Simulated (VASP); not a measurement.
# ZrB2 (P6/mmm) in VASP: a series of runs

Aim: see how the results for ZrB2 move with the level of theory and the settings. Levels: HSE06, PBE0. Tasks: single point.

Program: VASP 6.6.1. These are calculated values, not measurements. Logs are shortened: lines on timing, memory, paths and dates and some standing lists are left out, and cuts for length are marked.

## (1) The cell of the first run

Symmetry: P6/mmm, No. 191, hexagonal system. The conventional cell has a = 3.170 Å, b = 3.170 Å, c = 3.533 Å, α = 90.00°, β = 90.00°, γ = 120.00°. Within 3.6 Å of Zr (site symmetry 6/mmm) lie 12 B at 2.54 Å and 8 Zr at 3.17 to 3.53 Å. Within 2.4 Å of B (site symmetry -6m2) lie 3 B at 1.83 Å.

## (2) Single point, HSE06

POSCAR

```
ZrB2
1.0
    3.1700000000      0.0000000000      0.0000000000
   -1.5850000000      2.7453005300      0.0000000000
    0.0000000000      0.0000000000      3.5330000000
Zr B
1 2
Direct
    0.0000000000      0.0000000000      0.0000000000
    0.6666666667      0.3333333333      0.5000000000
    0.3333333333      0.6666666667      0.5000000000
```

INCAR.step1

```
ALGO     = Normal         # electronic algorithm
EDIFF    = 1E-5           # SCF threshold, eV
ENCUT    = 520            # plane-wave cutoff, eV
GGA      = PE             # functional
ISIF     = 2              # what is computed and relaxed
ISMEAR   = 1              # smearing method
KPAR     = 4            
LASPH    = T              # aspherical terms in the spheres
LCHARG   = F              # write CHGCAR
LREAL    = F              # projectors in reciprocal space
LWAVE    = T              # write WAVECAR
NBANDS   = 16             # bands
NELM     = 80             # most SCF steps
PREC     = Accurate       # precision mode
SIGMA    = 0.1            # smearing width, eV
```

INCAR.step2

```
ALGO     = Normal         # electronic algorithm
EDIFF    = 1E-7           # SCF threshold, eV
ENCUT    = 520            # plane-wave cutoff, eV
GGA      = PE             # functional
HFSCREEN = 0.2079         # screening, 1/A
ISIF     = 2              # what is computed and relaxed
ISMEAR   = 1              # smearing method
ISTART   = 1            
KPAR     = 4            
LASPH    = T              # aspherical terms in the spheres
LCHARG   = F              # write CHGCAR
LHFCALC  = T              # exact exchange
LREAL    = F              # projectors in reciprocal space
LWAVE    = F              # write WAVECAR
NBANDS   = 16             # bands
NELM     = 80             # most SCF steps
PREC     = Accurate       # precision mode
PRECFOCK = Normal       
SIGMA    = 0.1            # smearing width, eV
```

KPOINTS

```
k-points
0
Gamma
  9 9 7
```

Potentials or basis: VASP PAW PBE potentials, release 64 (Zr_sv, B).

Run with:

```
cat potpaw_PBE.64/Zr_sv/POTCAR potpaw_PBE.64/B/POTCAR > POTCAR
cp INCAR.step1 INCAR
mpirun -np 4 vasp_std > vasp.out
cp INCAR.step2 INCAR
mpirun -np 4 vasp_std > vasp.out
```

OUTCAR:

```text
EDIFF = 1E-7
   ENCUT = 520
   GGA = PE
   HFSCREEN = 0.2079
   ISIF = 2
   ISMEAR = 1
   ISTART = 1
   LASPH = T
   LHFCALC = T
   LREAL = F
   NELM = 80
   PREC = Accurate
   PRECFOCK = Normal

 ion  position               nearest neighbor table
   1  0.000  0.000  0.000-   2 2.54   3 2.54   2 2.54   3 2.54   2 2.54   2 2.54   3 2.54   3 2.54
                             2 2.54   2 2.54   3 2.54   3 2.54
   2  0.667  0.333  0.500-   3 1.83   3 1.83   3 1.83   1 2.54   1 2.54   1 2.54   1 2.54   1 2.54
                             1 2.54
   3  0.333  0.667  0.500-   2 1.83   2 1.83   2 1.83   1 2.54   1 2.54   1 2.54   1 2.54   1 2.54
                             1 2.54

  LATTYP: Found a hexagonal cell.
 ALAT       =     3.1700000000
 C/A-ratio  =     1.1145110410

  Lattice vectors:

 A1 = (   3.1700000000,   0.0000000000,   0.0000000000)
 A2 = (  -1.5850000000,   2.7453005300,   0.0000000000)
 A3 = (   0.0000000000,   0.0000000000,   3.5330000000)

Analysis of symmetry for initial positions (statically):
=====================================================================
 Subroutine PRICEL returns:
 Original cell was already a primitive cell.

 Routine SETGRP: Setting up the symmetry group for a
 hexagonal supercell.

 Subroutine GETGRP returns: Found 24 space group operations
 (whereof 24 operations were pure point group operations)
 out of a pool of 24 trial point group operations.

The static configuration has the point symmetry D_6h.

Analysis of symmetry for dynamics (positions and initial velocities):
=====================================================================
 Subroutine PRICEL returns:
 Original cell was already a primitive cell.

 Routine SETGRP: Setting up the symmetry group for a
 hexagonal supercell.

 Subroutine GETGRP returns: Found 24 space group operations
 (whereof 24 operations were pure point group operations)
 out of a pool of 24 trial point group operations.

The dynamic configuration has the point symmetry D_6h.

 Subroutine INISYM returns: Found 24 space group operations
 (whereof 24 operations are pure point group operations),
 and found     1 'primitive' translations

----------------------------------------------------------------------------------------

                                     Primitive cell

  volume of cell :      30.7463

  direct lattice vectors                    reciprocal lattice vectors
     3.170000000  0.000000000  0.000000000     0.315457413  0.182129422  0.000000000
    -1.585000000  2.745300530  0.000000000     0.000000000  0.364258845  0.000000000
     0.000000000  0.000000000  3.533000000     0.000000000  0.000000000  0.283045570

  length of vectors
     3.170000000  3.170000000  3.533000000     0.364258845  0.364258845  0.283045570

  position of ions in fractional coordinates (direct lattice)
     0.000000000  0.000000000  0.000000000
     0.666666667  0.333333333  0.500000000
     0.333333333  0.666666667  0.500000000

  ion indices of the primitive-cell ions
   primitive index   ion index
                 1           1
                 2           2
                 3           3

----------------------------------------------------------------------------------------

 KPOINTS: k-points

Automatic generation of k-mesh.
 Grid dimensions read from file:
 generate k-points for:    9    9    7

 Generating k-lattice:

  Cartesian coordinates                     Fractional coordinates (reciprocal lattice)
     0.035050824  0.020236602  0.000000000     0.111111111  0.000000000  0.000000000
     0.000000000  0.040473205  0.000000000     0.000000000  0.111111111  0.000000000
     0.000000000  0.000000000  0.040435081     0.000000000  0.000000000  0.142857143

  Length of vectors
     0.040473205  0.040473205  0.040435081

  Shift w.r.t. Gamma in fractional coordinates (k-lattice)
     0.000000000  0.000000000  0.000000000

 Subroutine IBZKPT returns following result:
 ===========================================

 Found     48 irreducible k-points:

 Following reciprocal coordinates:
            Coordinates               Weight
  0.000000  0.000000  0.000000      1.000000
  0.111111  0.000000  0.000000      6.000000
  0.222222  0.000000  0.000000      6.000000
  0.333333  0.000000  0.000000      6.000000
  0.444444  0.000000  0.000000      6.000000
  0.111111  0.111111  0.000000      6.000000
[... 16 lines left out ...]
  0.333333  0.222222  0.142857     24.000000
  0.333333  0.333333  0.142857      4.000000
 [... further k-points ...]
   k-points           NKPTS =     48   k-points in BZ     NKDIM =    567   number of bands    NBANDS=     16
   number of dos      NEDOS =    301   number of ions     NIONS =      3
   total plane-waves  NPLWV =  16128
   dimension x,y,z NGX =    24 NGY =   24 NGZ =   28
   dimension x,y,z NGXF=    48 NGYF=   48 NGZF=   56
   ions per type =               1   2
   NGX,Y,Z   is equivalent  to a cutoff of  12.59, 12.59, 13.18 a.u.
   NGXF,Y,Z  is equivalent  to a cutoff of  25.17, 25.17, 26.35 a.u.
 SYSTEM =  unknown system
   PREC   = accura    normal or accurate (medium, high low for compatibility)
   ISTART =      1    job   : 0-new  1-cont  2-samecut
   ICHARG =      0    charge: 1-file 2-atom 10-const
   ISPIN  =      1    spin polarized calculation?
   LNONCOLLINEAR =      F non collinear calculations
   LSORBIT =      F    spin-orbit coupling
   LASPH  =      T    aspherical Exc in radial PAW
   ENCUT  =  520.0 eV  38.22 Ry    6.18 a.u.   5.89  5.89  6.57*2*pi/ulx,y,z
   NELM   =     80;   NELMIN=  2; NELMDL=  0     # of ELM steps
   EDIFF  = 0.1E-06   stopping-criterion for ELM
   LREAL  =      F    real-space projection
   EDIFFG = 0.1E-05   stopping-criterion for IOM
   NSW    =      0    number of steps for IOM
   IBRION =     -1    ionic relax: 0-MD 1-quasi-New 2-CG
   NFREE  =      0    steps in history (QN), initial steepest desc. (CG)
   ISIF   =      2    stress and relaxation
   ISYM   =      3    0-nonsym 1-usesym 2-fastsym
   POTIM  = 0.5000    time-step for ionic-motion
   TEBEG  =    0.0;   TEEND  =   0.0 temperature during run
   PSTRESS=    0.0 pullay stress
   NELECT =      18.0000    total number of electrons
   NUPDOWN=      -1.0000    fix difference up-down
   EMIN   =  10.00;   EMAX   =-10.00  energy-range for DOS
   EFERMI =   0.00;   METHOD = LEGACY
   ISMEAR =     1;   SIGMA  =   0.10  broadening in eV -4-tet -1-fermi 0-gaus
   EFERMI_NEDOS =   21; number of points for ismear=-14 and -15
   IALGO  =     38    algorithm
   IMIX   =      1    mixing-type and parameters
     AMIX     =   0.40;   BMIX     =  1.00
     AMIX_MAG =   1.60;   BMIX_MAG =  1.00
  volume/ion in A,a.u.               =      10.25        69.16
  Fermi-wavevector in a.u.,A,eV,Ry     =   1.369519  2.588016 25.518847  1.875582
  Thomas-Fermi vector in A             =   2.495387
   LORBIT       =      0    0 simple, 1 ext, 2 COOP (PROOUT), +10 PAW based schemes
   GGA     = PE    functional components
   LHFCALC =     T    Hartree Fock is set to
   PRECFOCK=normal    Normal, Fast or Accurate (Low or Medium for compatibility)
   ENCUT4O =  -1.0   cutoff for four orbital integrals eV
   NKREDX  =     1    reduce k-point grid by
   NKREDY  =     1    reduce k-point grid by
   NKREDZ  =     1    reduce k-point grid by
   AEXX    =    0.2500 exact exchange contribution
   HFSCREEN=    0.2079 screening length (either q_TF or 0.3 A-1)
   HFSCREENC=   0.2079 screening length for correlation (either q_TF or 0.3 A-1)
   ENCUTFOCK=  -1.0 apply spherical cutoff to Coloumb kernel
   IVDW    =     0    specifies the selected vdW correction
   LEPSILON=     F    determine dielectric tensor
   LRPA    =     F    only Hartree local field effects (RPA)
 non-spin polarized calculation
 Methfessel and Paxton  Order N= 1 SIGMA  =   0.10
  energy-cutoff  :      520.00
  volume of cell :       30.75
 maximum number of plane-waves:       840
 NGX is ok and might be reduce to    24
  NGX = 18; NGY = 18; NGZ = 20

 number of electron      18.0000000 magnetization

 Free energy of the ion-electron system (eV)
  ---------------------------------------------------
  ext. energy  EPLUGINS =         0.00000000
  ---------------------------------------------------
  free energy    TOTEN  =       -27.96169173 eV

  energy without entropy =      -27.96199548  energy(sigma->0) =      -27.96179298

 E-fermi :  10.6572     XC(G=0): -10.1710

 val. band max:       10.6061540285   @ k =   0.1111   0.0000   0.4286
 cond. band min:      10.7830393700   @ k =   0.3333   0.2222   0.0000
 fundamental gap:      0.1768853415
 Fermi energy:        10.6572137539

 k-point     1 :       0.0000    0.0000    0.0000
  band No.  band energies     occupation
      1     -41.7430      2.00000
      2     -18.5694      2.00000
      3     -17.9599      2.00000
      4     -17.9599      2.00000
      5      -4.0171      2.00000
      6       7.4237      2.00000
[... 8 lines left out ...]
     15      16.2755      0.00000
     16      16.2755      0.00000

 k-point     2 :       0.1111    0.0000    0.0000
  band No.  band energies     occupation
      1     -41.7280      2.00000
      2     -18.5450      2.00000
      3     -18.0944      2.00000
      4     -17.9884      2.00000
      5      -3.7422      2.00000
      6       6.6267      2.00000
[... 8 lines left out ...]
     15      17.1408      0.00000
     16      17.8436      0.00000

 k-point     3 :       0.2222    0.0000    0.0000
  band No.  band energies     occupation
      1     -41.6896      2.00000
      2     -18.4830      2.00000
      3     -18.4212      2.00000
      4     -18.0596      2.00000
      5      -2.9702      2.00000
      6       4.9461      2.00000
[... 8 lines left out ...]
     15      18.3534      0.00000
     16      19.5135      0.00000
[... 362 lines left out ...]
 k-point    23 :       0.3333    0.2222    0.1429
  band No.  band energies     occupation
      1     -41.6000      2.00000
      2     -18.8474      2.00000
      3     -18.4543      2.00000
      4     -18.4109      2.00000
      5       0.2212      2.00000
      6       1.7397      2.00000
[... 8 lines left out ...]
     15      21.4352      0.00000
     16      21.8245      0.00000

 k-point    24 :       0.3333    0.3333    0.1429
  band No.  band energies     occupation
      1     -41.5922      2.00000
      2     -18.6907      2.00000
      3     -18.6907      2.00000
      4     -18.3976      2.00000
      5       1.2858      2.00000
      6       1.2858      2.00000
[... 8 lines left out ...]
     15      21.6308      0.00000
     16      23.1012      0.00000

 [... further k-points ...]

------------------------ aborting loop because EDIFF is reached ----------------------------------------

  FORCE on cell =-STRESS in cart. coord.  units (eV):
  Direction    XX          YY          ZZ          XY          YZ          ZX
  --------------------------------------------------------------------------------------
  -------------------------------------------------------------------------------------
  Total       -0.3931818     -0.3931818     -0.4646828      0.0000000      0.0000000      0.0000000
  in kB      -20.4885497    -20.4885497    -24.2144369      0.0000000      0.0000000      0.0000000
  external PRESSURE =     -21.7305121 kB  Pullay stress =       0.0000000 kB

 VOLUME and BASIS-vectors are now :
 -----------------------------------------------------------------------------
  energy-cutoff  :      520.00
  volume of cell :       30.75
      direct lattice vectors                 reciprocal lattice vectors
     3.170000000  0.000000000  0.000000000     0.315457413  0.182129422  0.000000000
    -1.585000000  2.745300530  0.000000000     0.000000000  0.364258845  0.000000000
     0.000000000  0.000000000  3.533000000     0.000000000  0.000000000  0.283045570

 POSITION                                       TOTAL-FORCE (eV/Angst)
 -----------------------------------------------------------------------------------
      0.00000      0.00000      0.00000        -0.000000      0.000000      0.000000
      1.58500      0.91510      1.76650         0.000000      0.000000      0.000000
     -0.00000      1.83020      1.76650        -0.000000     -0.000000     -0.000000
 -----------------------------------------------------------------------------------
    total drift:                               -0.000000     -0.000000     -0.000000

  FREE ENERGIE OF THE ION-ELECTRON SYSTEM (eV)
  ---------------------------------------------------
  free  energy   TOTEN  =       -27.9616917259 eV

  energy  without entropy=      -27.9619954837  energy(sigma->0) =      -27.96179298
```

Wall time 42 min (4 MPI ranks of Intel Xeon Platinum 8488C (Sapphire Rapids), shared host); peak memory 0.28 GiB.

Results:

```yaml
Free_energy: -27.9617 eV
Pressure: -2.2 GPa
Band_gap_on_the_k_mesh: zero (bands 9 and 10 overlap by 0.64 eV)
```

Caveat: the PAW data sets were made with another functional, which shifts forces and pressure a little.

## (3) Single point, HSE06

POSCAR is that of step 2.

INCAR.step1

```
SYSTEM = ZrB2
ALGO     = Normal         ! electronic algorithm
EDIFF    = 1E-5           ! SCF threshold, eV
ENCUT    = 520            ! plane-wave cutoff, eV
GGA      = PE             ! functional
ISIF     = 2              ! what is computed and relaxed
ISMEAR   = 1              ! smearing method
KPAR     = 4            
LASPH    = .True.         ! aspherical terms in the spheres
LREAL    = .False.        ! projectors in reciprocal space
LWAVE    = .True.         ! write WAVECAR
NBANDS   = 16             ! bands
NELM     = 100            ! most SCF steps
PREC     = Accurate       ! precision mode
SIGMA    = 0.1            ! smearing width, eV
```

INCAR.step2

```
SYSTEM = ZrB2
ALGO     = Normal         ! electronic algorithm
EDIFF    = 1E-7           ! SCF threshold, eV
ENCUT    = 520            ! plane-wave cutoff, eV
GGA      = PE             ! functional
HFSCREEN = 0.2079         ! screening, 1/A
ISIF     = 2              ! what is computed and relaxed
ISMEAR   = 1              ! smearing method
ISTART   = 1            
KPAR     = 4            
LASPH    = .True.         ! aspherical terms in the spheres
LCHARG   = .True.         ! write CHGCAR
LHFCALC  = .True.         ! exact exchange
LREAL    = .False.        ! projectors in reciprocal space
LVHAR    = .True.       
LWAVE    = .False.        ! write WAVECAR
NBANDS   = 16             ! bands
NELM     = 100            ! most SCF steps
PREC     = Accurate       ! precision mode
PRECFOCK = Normal       
SIGMA    = 0.1            ! smearing width, eV
```

KPOINTS

```
k-points
0
Gamma
  7 7 6
  0 0 0
```

Potentials or basis: VASP PAW PBE potentials, release 64 (Zr_sv, B).

Run with:

```
cat potpaw_PBE.64/Zr_sv/POTCAR potpaw_PBE.64/B/POTCAR > POTCAR
cp INCAR.step1 INCAR
mpirun -np 4 vasp_std > vasp.out
cp INCAR.step2 INCAR
mpirun -np 4 vasp_std > vasp.out
```

Wall time 24 min (4 MPI ranks of Oxide Virtual Turin-like, shared host); peak memory 0.23 GiB.

Results (log left out):

| Item | Value |
| --- | --- |
| Free energy | -27.9672 eV |
| Pressure | -2.2 GPa |
| Band gap on the k mesh | zero (bands 9 and 10 overlap by 1.23 eV) |

Levels at points of the mesh, in eV from the Fermi level:
```tsv
k point	band 6	band 7	band 8	band 9	band 10	band 11	band 12	band 13
(0.00, 0.00, 0.00)	-3.00	-3.00	-2.81	-2.80	4.21	4.21	5.01	5.01
(0.00, 0.00, 0.50)	-8.00	-1.13	-1.13	0.74	0.74	1.17	1.17	2.50
```

Caveat: the PAW data sets were made with another functional, which shifts forces and pressure a little.

(Part 1 of 2 ends here.)

The gap in the log of VASP goes by the Fermi energy; the results here count the filled bands.